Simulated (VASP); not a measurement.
# ZrN in VASP: notebook

ZrN is run at these levels: PBE+D3(BJ); tasks: single point.

Program: VASP 6.6.1. These are calculated values, not measurements. Logs are shortened: lines on timing, memory, paths and dates and some standing lists are left out, and cuts for length are marked.

**1. The cell of the first run**

The cell holds a slab with vacuum, 24 atoms: a = 6.448 Å, b = 6.448 Å, c = 22.559 Å, α = 90.00°, β = 90.00°, γ = 90.00°.

**2. Single point, PBE+D3(BJ)**

Input file INCAR:

```
SYSTEM = ZrN
ALGO     = Normal         ! electronic algorithm
DIPOL    = 0.5 0.5 0.454
EDIFF    = 1E-6           ! SCF threshold, eV
ENCUT    = 520            ! plane-wave cutoff, eV
GGA      = PE             ! functional
GGA_COMPAT= .False.      
IDIPOL   = 3            
ISIF     = 2              ! what is computed and relaxed
ISMEAR   = 0              ! smearing method
IVDW     = 12             ! dispersion correction
LASPH    = .True.         ! aspherical terms in the spheres
LCHARG   = .False.        ! write CHGCAR
LDIPOL   = .True.       
LREAL    = .False.        ! projectors in reciprocal space
LWAVE    = .False.        ! write WAVECAR
NBANDS   = 120            ! bands
NELM     = 120            ! most SCF steps
NELMDL   = -8           
PREC     = Accurate       ! precision mode
SIGMA    = 0.1            ! smearing width, eV
```

Input file KPOINTS:

```
k-points
0
Gamma
  3 3 1
  0 0 0
```

Input file POSCAR:

```
ZrN
1.0
    6.4475937667      0.0000000000      0.0000000000
    0.0000000000      6.4475937667      0.0000000000
    0.0000000000      0.0000000000     22.5591372748
Zr N
12 12
Direct
    0.2500000000      0.2500000000      0.3546234903
    0.2500000000      0.7500000000      0.3546234903
    0.7500000000      0.2500000000      0.3546234903
    0.7500000000      0.7500000000      0.3546234903
    0.5011728433      0.4988312768      0.4542845105
    0.5011724626      0.0011905575      0.4542841198
   -0.0011873470      0.4988319575      0.4542849985
   -0.0011912483      0.0011948872      0.4542828718
    0.7499965025      0.7500074540      0.5494177973
    0.7499860275      0.2499986898      0.5527512160
    0.2500018148      0.7499940786      0.5494325125
    0.2499812889      0.2499969858      0.5494183834
    0.5000000000      0.5000000000      0.3546234903
    0.5000000000      0.0000000000      0.3546234903
    0.0000000000      0.5000000000      0.3546234903
    0.0000000000      0.0000000000      0.3546234903
    0.7499937042      0.7500118875      0.4525510672
    0.7499895346      0.2500120822      0.4501502490
    0.2499992208      0.7500032765      0.4519678097
    0.2499960902      0.2500130443      0.4525510826
    0.0019768257     -0.0019968527      0.5576942191
    0.0019779850      0.5019983556      0.5576927169
    0.4980013075     -0.0019772688      0.5576917708
    0.4979946005      0.5019864533      0.5576873642
```

Potentials or basis: VASP PAW PBE potentials, release 64 (Zr_sv, N).

Started as:

```sh
$ cat potpaw_PBE.64/Zr_sv/POTCAR potpaw_PBE.64/N/POTCAR > POTCAR
$ mpirun -np 1 vasp_std > vasp.out
```

OUTCAR:

```text
SYSTEM = ZrN
   EDIFF = 1E-6
   ENCUT = 520
   GGA = PE
   ISIF = 2
   ISMEAR = 0
   IVDW = 12
   LASPH = .True.
   LREAL = .False.
   NELM = 120
   NELMDL = -8
   PREC = Accurate
 IVDW          = 12

 ion  position               nearest neighbor table
   1  0.250  0.250  0.355-  20 2.21  14 2.28  15 2.28  16 2.28  13 2.28   6 3.20   8 3.20   5 3.20
                             7 3.20   3 3.22   2 3.22   2 3.22   3 3.22
   2  0.250  0.750  0.355-  19 2.20  14 2.28  15 2.28  16 2.28  13 2.28   5 3.21   7 3.21   6 3.21
                             8 3.21   4 3.22   1 3.22   1 3.22   4 3.22
   3  0.750  0.250  0.355-  18 2.16  14 2.28  15 2.28  16 2.28  13 2.28   8 3.19   6 3.19   7 3.19
                             5 3.19   4 3.22   1 3.22   4 3.22   1 3.22
   4  0.750  0.750  0.355-  17 2.21  14 2.28  15 2.28  16 2.28  13 2.28   7 3.20   8 3.20   5 3.20
                             6 3.20   3 3.22   2 3.22   3 3.22   2 3.22
   5  0.501  0.499  0.454-  13 2.25  18 2.27  20 2.28  17 2.28  19 2.29  24 2.33   9 3.13  12 3.13
                            11 3.14  10 3.18   3 3.19   4 3.20   1 3.20   7 3.21   6 3.21   2 3.21
   6  0.501  0.001  0.454-  14 2.25  18 2.27  20 2.28  17 2.28  19 2.29  23 2.33  12 3.13   9 3.13
                            11 3.14  10 3.18   3 3.19   1 3.20   4 3.20   8 3.21   5 3.21   2 3.21
   7  0.999  0.499  0.454-  15 2.25  18 2.27  17 2.28  20 2.28  19 2.29  22 2.33   9 3.13  12 3.13
                            11 3.14  10 3.18   3 3.19   4 3.20   1 3.20   8 3.21   5 3.21   2 3.21
   8  0.999  0.001  0.454-  16 2.25  18 2.27  17 2.28  20 2.28  19 2.29  21 2.33  12 3.13   9 3.13
                            11 3.14  10 3.18   3 3.19   1 3.20   4 3.20   6 3.21   7 3.21   2 3.21
   9  0.750  0.750  0.549-  17 2.19  21 2.29  22 2.29  23 2.29  24 2.29   7 3.13   5 3.13   8 3.13
[... 5 lines left out ...]
  12  0.250  0.250  0.549-  20 2.19  23 2.29  21 2.29  24 2.29  22 2.29   8 3.13   6 3.13   7 3.13
                             5 3.13  11 3.22  11 3.22  10 3.22  10 3.22
  13  0.500  0.500  0.355-   5 2.25   2 2.28   3 2.28   4 2.28   1 2.28
  14  0.500  0.000  0.355-   6 2.25   2 2.28   3 2.28   4 2.28   1 2.28
  15  0.000  0.500  0.355-   7 2.25   2 2.28   3 2.28   4 2.28   1 2.28
  16  0.000  0.000  0.355-   8 2.25   2 2.28   3 2.28   4 2.28   1 2.28
  17  0.750  0.750  0.453-   9 2.19   4 2.21   8 2.28   7 2.28   6 2.28   5 2.28
  18  0.750  0.250  0.450-   3 2.16   5 2.27   8 2.27   6 2.27   7 2.27  10 2.31
  19  0.250  0.750  0.452-   2 2.20  11 2.20   5 2.29   7 2.29   6 2.29   8 2.29
  20  0.250  0.250  0.453-  12 2.19   1 2.21   5 2.28   6 2.28   7 2.28   8 2.28
  21  0.002  0.998  0.558-  11 2.27   9 2.29  12 2.29  10 2.30   8 2.33
  22  0.002  0.502  0.558-  11 2.27   9 2.29  12 2.29  10 2.30   7 2.33
  23  0.498  0.998  0.558-  11 2.27  12 2.29   9 2.29  10 2.30   6 2.33
  24  0.498  0.502  0.558-  11 2.27  12 2.29   9 2.29  10 2.30   5 2.33

  LATTYP: Found a simple tetragonal cell.
 ALAT       =     6.4475937667
 C/A-ratio  =     3.4988459402

  Lattice vectors:

 A1 = (   6.4475937667,   0.0000000000,   0.0000000000)
 A2 = (   0.0000000000,   6.4475937667,   0.0000000000)
 A3 = (   0.0000000000,   0.0000000000,  22.5591372748)

Analysis of symmetry for initial positions (statically):
=====================================================================
 Subroutine PRICEL returns:
 Original cell was already a primitive cell.

 Routine SETGRP: Setting up the symmetry group for a
[... 172 lines left out ...]
   IVDW    =    12    specifies the selected vdW correction
   LEPSILON=     F    determine dielectric tensor
   LRPA    =     F    only Hartree local field effects (RPA)
 non-spin polarized calculation
 Gauss-broadening in eV      SIGMA  =   0.10
  energy-cutoff  :      520.00
  volume of cell :      937.82
 maximum number of plane-waves:     25263
   NGX = 23   NGY = 23   NGZ = 83

 dipolmoment           0.000000      0.000000      0.007063 electrons x Angstroem

 number of electron     203.9999983 magnetization

 dipolmoment           0.000000      0.000000     -0.078353 electrons x Angstroem

 Free energy of the ion-electron system (eV)
  ---------------------------------------------------
  ext. energy  EPLUGINS =         0.00000000
  ---------------------------------------------------
  free energy    TOTEN  =      -236.95305991 eV

  energy without entropy =     -236.90796784  energy(sigma->0) =     -236.93051387

 E-fermi :   2.0310     XC(G=0):  -4.7604

 val. band max:        1.9832293406   @ k =   0.3333   0.0000   0.0000
 cond. band min:       2.0907990902   @ k =   0.0000   0.3333   0.0000
 fundamental gap:      0.1075697496
 Fermi energy:         2.0309585222

 k-point     1 :       0.0000    0.0000    0.0000
  band No.  band energies     occupation
      1     -47.9599      2.00000
      2     -47.9087      2.00000
      3     -47.8983      2.00000
      4     -47.8563      2.00000
      5     -47.8557      2.00000
      6     -47.7329      2.00000
[... 574 lines left out ...]
    113       3.3090      0.00000
    114       3.3287      0.00000
 [bands above 114 left out]

------------------------ aborting loop because EDIFF is reached ----------------------------------------

 vacuum level on the upper side and lower side of the slab       (xc-potential included)        -0.337        -0.018

 Edisp (eV)   -6.94137

 E8    (eV) :    -3.2827

  FORCE on cell =-STRESS in cart. coord.  units (eV):
  Direction    XX          YY          ZZ          XY          YZ          ZX
  --------------------------------------------------------------------------------------
  -------------------------------------------------------------------------------------
  Total     -16.49758   -16.49759     0.23070    -0.00009    -0.00058     0.00187
  in kB     -28.18467   -28.18469     0.39413    -0.00015    -0.00099     0.00319
  external pressure =      -18.66 kB  Pullay stress =        0.00 kB

 VOLUME and BASIS-vectors are now :
 -----------------------------------------------------------------------------
  energy-cutoff  :      520.00
  volume of cell :      937.82
      direct lattice vectors                 reciprocal lattice vectors
     6.447593767  0.000000000  0.000000000     0.155096620  0.000000000  0.000000000
     0.000000000  6.447593767  0.000000000     0.000000000  0.155096620  0.000000000
     0.000000000  0.000000000 22.559137275     0.000000000  0.000000000  0.044327936

 POSITION                                       TOTAL-FORCE (eV/Angst)
 -----------------------------------------------------------------------------------
      1.61190      1.61190      8.00000        -0.000069      0.000320      1.254920
      1.61190      4.83570      8.00000        -0.000053      0.000140      1.228075
      4.83570      1.61190      8.00000        -0.000183      0.000370      0.873399
      4.83570      4.83570      8.00000        -0.000127      0.000165      1.254910
      3.23136      3.21626     10.24827        -0.014468      0.014275     -0.113849
      3.23136      0.00768     10.24826        -0.014756     -0.015244     -0.113447
[... 16 lines left out ...]
      3.21091      6.43485     12.58105         0.164076      0.163483      0.215256
      3.21087      3.23660     12.58095         0.164514     -0.163834      0.215871
 -----------------------------------------------------------------------------------
    total drift:                               -0.000008      0.000008      0.000935

  FREE ENERGIE OF THE ION-ELECTRON SYSTEM (eV)
  ---------------------------------------------------
  free  energy   TOTEN  =      -243.8944284634 eV

  energy  without entropy=     -243.8493364005  energy(sigma->0) =     -243.87188243

 vacuum level on the upper side and lower side of the slab         4.269         4.596
```

It took 22 min on 1 thread of Intel Xeon 6975P-C (Granite Rapids), shared host; peak memory 0.97 GiB.

Results:

```yaml
Free_energy: -243.8944 eV
Largest_force: 1.255 eV/Å
Band_gap_on_the_k_mesh: 0.11 eV
Dispersion_energy_per_atom: -0.289 eV
```

Forces on the atoms (eV/Å):
```
Zr   0.000  0.000  1.255
Zr   0.000  0.000  1.228
Zr   0.000  0.000  0.873
Zr   0.000  0.000  1.255
Zr  -0.014  0.014 -0.114
Zr  -0.015 -0.015 -0.113
Zr   0.015  0.014 -0.114
Zr   0.016 -0.016 -0.113
Zr   0.000  0.000  0.111
Zr   0.000  0.000 -1.052
Zr  -0.001  0.001  0.013
Zr   0.000  0.000  0.111
N   -0.022  0.022 -1.202
N   -0.022 -0.022 -1.202
N    0.022  0.022 -1.202
N    0.022 -0.022 -1.202
N    0.000  0.000 -0.095
N    0.000  0.000  0.758
N   -0.001  0.001  0.038
N    0.000  0.000 -0.094
N   -0.164  0.165  0.215
N   -0.164 -0.165  0.215
N    0.164  0.163  0.215
N    0.165 -0.164  0.216
```

Levels at points of the mesh, in eV from the valence-band top:
| k point | band 98 | band 99 | band 100 | band 101 | band 102 | band 103 | band 104 | band 105 | band 106 | band 107 |
| --- | --- | --- | --- | --- | --- | --- | --- | --- | --- | --- |
| (0.00, 0.00, 0.00) | -2.32 | -2.32 | -2.20 | -0.90 | -0.25 | 0.22 | 0.22 | 0.35 | 0.35 | 0.90 |

Caveat: semilocal functionals underestimate gaps, and a narrow one can read as zero.

**3. Single point, PBE+D3(BJ)**

This run uses another cell than the first one.

Input file INCAR:

```
ALGO = Normal
DIPOL = 0.5 0.5 0.421
EDIFF = 1E-7
ENCUT = 520
GGA = PE
IDIPOL = 3
ISIF = 2
ISMEAR = 0
IVDW = 12
LASPH = True
LCHARG = True
LDIPOL = True
LELF = True
LREAL = Auto
LVACPOTAV = True
LVHAR = True
LWAVE = False
NBANDS = 120
NELM = 100
PREC = Accurate
SIGMA = 0.1
```

Input file KPOINTS:

```
k-points
0
Gamma
  3 3 1
```

Input file POSCAR:

```
ZrN
1.0
    6.4475937667      0.0000000000      0.0000000000
    0.0000000000      6.4475937667      0.0000000000
    0.0000000000      0.0000000000     24.3385372748
Zr N
12 12
Direct
    0.2500000000      0.2500000000      0.3286968280
    0.2500000000      0.7500000000      0.3286968280
    0.7500000000      0.2500000000      0.3286968280
    0.7500000000      0.7500000000      0.3286968280
    0.5006910327      0.4999375995      0.4208924372
    0.5007931623     -0.0000739063      0.4208435103
   -0.0008062121      0.4999366004      0.4207217567
   -0.0009845532     -0.0000617619      0.4207573150
    0.7502532782      0.7498669735      0.5098650964
    0.7503407521      0.2497620068      0.5098624468
    0.2491525040      0.7507167193      0.5092098134
    0.2491432866      0.2490815592      0.5091906070
    0.5000000000      0.5000000000      0.3286968280
    0.5000000000      0.0000000000      0.3286968280
    0.0000000000      0.5000000000      0.3286968280
    0.0000000000      0.0000000000      0.3286968280
    0.7499433456      0.7501413993      0.4188871599
    0.7499445592      0.2497110731      0.4188492740
    0.2499111841      0.7499011703      0.4192011578
    0.2499118141      0.2499657970      0.4191872432
    0.0000246608     -0.0001894626      0.5177661167
    0.0003815557      0.4999059361      0.5166824150
    0.4995684372     -0.0001427780      0.5178541904
    0.4995716461      0.4998518154      0.5176367021
```

Potentials or basis: VASP PAW PBE potentials, release 64 (Zr_sv, N).

Started as:

```sh
$ cat potpaw_PBE.64/Zr_sv/POTCAR potpaw_PBE.64/N/POTCAR > POTCAR
$ mpirun -np 1 vasp_std > vasp.out
```

OUTCAR:

```text
EDIFF = 1E-7
   ENCUT = 520
   GGA = PE
   ISIF = 2
   ISMEAR = 0
   IVDW = 12
   LASPH = True
   LREAL = Auto
   NELM = 100
   PREC = Accurate
 IVDW          = 12

 ion  position               nearest neighbor table
   1  0.250  0.250  0.329-  20 2.20  14 2.28  15 2.28  16 2.28  13 2.28   7 3.20   8 3.20   6 3.20
                             5 3.20   3 3.22   2 3.22   2 3.22   3 3.22
   2  0.250  0.750  0.329-  19 2.20  14 2.28  15 2.28  16 2.28  13 2.28   7 3.20   8 3.20   6 3.20
                             5 3.20   4 3.22   1 3.22   1 3.22   4 3.22
   3  0.750  0.250  0.329-  18 2.19  14 2.28  15 2.28  16 2.28  13 2.28   7 3.19   8 3.19   6 3.20
                             5 3.20   4 3.22   1 3.22   4 3.22   1 3.22
   4  0.750  0.750  0.329-  17 2.20  14 2.28  15 2.28  16 2.28  13 2.28   8 3.19   7 3.19   6 3.20
                             5 3.20   3 3.22   2 3.22   3 3.22   2 3.22
   5  0.501  0.500  0.421-  13 2.24  17 2.28  18 2.28  19 2.28  20 2.28  24 2.35  12 3.14  11 3.14
                             9 3.14  10 3.14   3 3.20   4 3.20   1 3.20   2 3.20   7 3.21   6 3.22
   6  0.501  1.000  0.421-  14 2.24  17 2.28  18 2.28  19 2.28  20 2.28  23 2.36  12 3.14  11 3.14
                            10 3.14   9 3.14   4 3.20   3 3.20   2 3.20   1 3.20   8 3.21   5 3.22
   7  0.999  0.500  0.421-  15 2.24  17 2.28  18 2.28  19 2.28  20 2.28  22 2.34  12 3.14  11 3.14
                             9 3.14  10 3.14   3 3.19   4 3.19   1 3.20   2 3.20   5 3.21   8 3.22
   8  0.999  1.000  0.421-  16 2.24  18 2.27  17 2.27  20 2.28  19 2.28  21 2.36  12 3.13  11 3.13
                            10 3.14   9 3.14   4 3.19   3 3.19   2 3.20   1 3.20   6 3.21   7 3.22
   9  0.750  0.750  0.510-  17 2.21  22 2.29  21 2.29  24 2.29  23 2.29   5 3.14   8 3.14   7 3.14
[... 5 lines left out ...]
  12  0.249  0.249  0.509-  20 2.19  21 2.28  22 2.28  23 2.29  24 2.29   8 3.13   6 3.14   7 3.14
                             5 3.14  11 3.21  10 3.22  10 3.23  11 3.23
  13  0.500  0.500  0.329-   5 2.24   2 2.28   3 2.28   4 2.28   1 2.28
  14  0.500  0.000  0.329-   6 2.24   2 2.28   3 2.28   4 2.28   1 2.28
  15  0.000  0.500  0.329-   7 2.24   2 2.28   3 2.28   4 2.28   1 2.28
  16  0.000  0.000  0.329-   8 2.24   2 2.28   3 2.28   4 2.28   1 2.28
  17  0.750  0.750  0.419-   4 2.20   9 2.21   8 2.27   6 2.28   7 2.28   5 2.28
  18  0.750  0.250  0.419-   3 2.19  10 2.22   8 2.27   6 2.28   7 2.28   5 2.28
  19  0.250  0.750  0.419-  11 2.19   2 2.20   7 2.28   5 2.28   6 2.28   8 2.28
  20  0.250  0.250  0.419-  12 2.19   1 2.20   7 2.28   5 2.28   8 2.28   6 2.28
  21  0.000  1.000  0.518-  11 2.28  12 2.28  10 2.29   9 2.29   8 2.36
  22  0.000  0.500  0.517-  11 2.28  12 2.28   9 2.29  10 2.29   7 2.34
  23  0.500  1.000  0.518-  11 2.29  12 2.29   9 2.29  10 2.29   6 2.36
  24  0.500  0.500  0.518-   9 2.29  10 2.29  12 2.29  11 2.29   5 2.35

[... 208 lines left out ...]
  free energy    TOTEN  =      -237.02109151 eV

  energy without entropy =     -236.97388815  energy(sigma->0) =     -236.99748983

 E-fermi :   1.7026     XC(G=0):  -4.4059

 val. band max:        1.6636137058   @ k =   0.0000   0.3333   0.0000
 cond. band min:       1.7486400444   @ k =   0.3333   0.0000   0.0000
 fundamental gap:      0.0850263385
 Fermi energy:         1.7026494067

 k-point     1 :       0.0000    0.0000    0.0000
  band No.  band energies     occupation
      1     -48.2856      2.00000
      2     -48.2303      2.00000
      3     -48.2301      2.00000
      4     -48.1833      2.00000
      5     -48.1158      2.00000
      6     -48.0553      2.00000
[... 574 lines left out ...]
    113       2.9983      0.00000
    114       3.0073      0.00000
 [bands above 114 left out]

------------------------ aborting loop because EDIFF is reached ----------------------------------------

 Edisp (eV)   -6.94226

 E8    (eV) :    -3.2850

  FORCE on cell =-STRESS in cart. coord.  units (eV):
  Direction    XX          YY          ZZ          XY          YZ          ZX
  --------------------------------------------------------------------------------------
  -------------------------------------------------------------------------------------
  Total     -16.45124   -16.46615     0.29298     0.00035     0.02399     0.02267
  in kB     -26.05070   -26.07431     0.46394     0.00056     0.03799     0.03590
  external pressure =      -17.22 kB  Pullay stress =        0.00 kB

 VOLUME and BASIS-vectors are now :
 -----------------------------------------------------------------------------
  energy-cutoff  :      520.00
  volume of cell :     1011.79
      direct lattice vectors                 reciprocal lattice vectors
     6.447593767  0.000000000  0.000000000     0.155096620  0.000000000  0.000000000
     0.000000000  6.447593767  0.000000000     0.000000000  0.155096620  0.000000000
     0.000000000  0.000000000 24.338537275     0.000000000  0.000000000  0.041087103

 POSITION                                       TOTAL-FORCE (eV/Angst)
 -----------------------------------------------------------------------------------
      1.61190      1.61190      8.00000         0.008155      0.009909      1.246074
      1.61190      4.83570      8.00000         0.007989     -0.011016      1.247445
      4.83570      1.61190      8.00000        -0.007229      0.009126      1.170132
      4.83570      4.83570      8.00000        -0.007095     -0.010414      1.174743
      3.22825      3.22339     10.24391        -0.026525     -0.001056     -0.033238
      3.22891      6.44712     10.24272        -0.044528      0.000998     -0.010568
[... 16 lines left out ...]
      3.22101      6.44667     12.60381         0.017028      0.000845      0.002085
      3.22104      3.22284     12.59852         0.018464      0.000403      0.011364
 -----------------------------------------------------------------------------------
    total drift:                                0.001869     -0.000001     -0.005118

  FREE ENERGIE OF THE ION-ELECTRON SYSTEM (eV)
  ---------------------------------------------------
  free  energy   TOTEN  =      -243.9633545751 eV

  energy  without entropy=     -243.9161512146  energy(sigma->0) =     -243.93975289

 vacuum level on the upper side and lower side of the slab         4.081         4.415
```

Run time: 17 min. Hardware: 1 thread of Intel Xeon Platinum 8559C (Emerald Rapids), shared host; peak memory 1.1 GiB.

Results:

* Free energy: -243.9634 eV
* Largest force: 1.284 eV/Å
* Band gap on the k mesh: 0.09 eV
* Dispersion energy per atom: -0.289 eV

Forces in eV/Å, atoms in the order of the input:
```
Zr   0.008  0.010  1.246
Zr   0.008 -0.011  1.247
Zr  -0.007  0.009  1.170
Zr  -0.007 -0.010  1.175
Zr  -0.027 -0.001 -0.033
Zr  -0.045  0.001 -0.011
Zr   0.026  0.000 -0.033
Zr   0.048 -0.001 -0.008
Zr  -0.084  0.008 -0.161
Zr  -0.090 -0.004 -0.166
Zr   0.104 -0.069  0.092
Zr   0.107  0.068  0.097
N   -0.012  0.000 -1.246
N   -0.010 -0.001 -1.235
N    0.010  0.000 -1.284
N    0.007 -0.001 -1.248
N   -0.003 -0.022  0.124
N   -0.003  0.023  0.133
N   -0.003  0.005 -0.042
N   -0.002 -0.005 -0.041
N   -0.019  0.004  0.030
N   -0.042 -0.003  0.179
N    0.017  0.001  0.002
N    0.018  0.000  0.011
```

Caveat: semilocal functionals underestimate gaps, and a narrow one can read as zero.
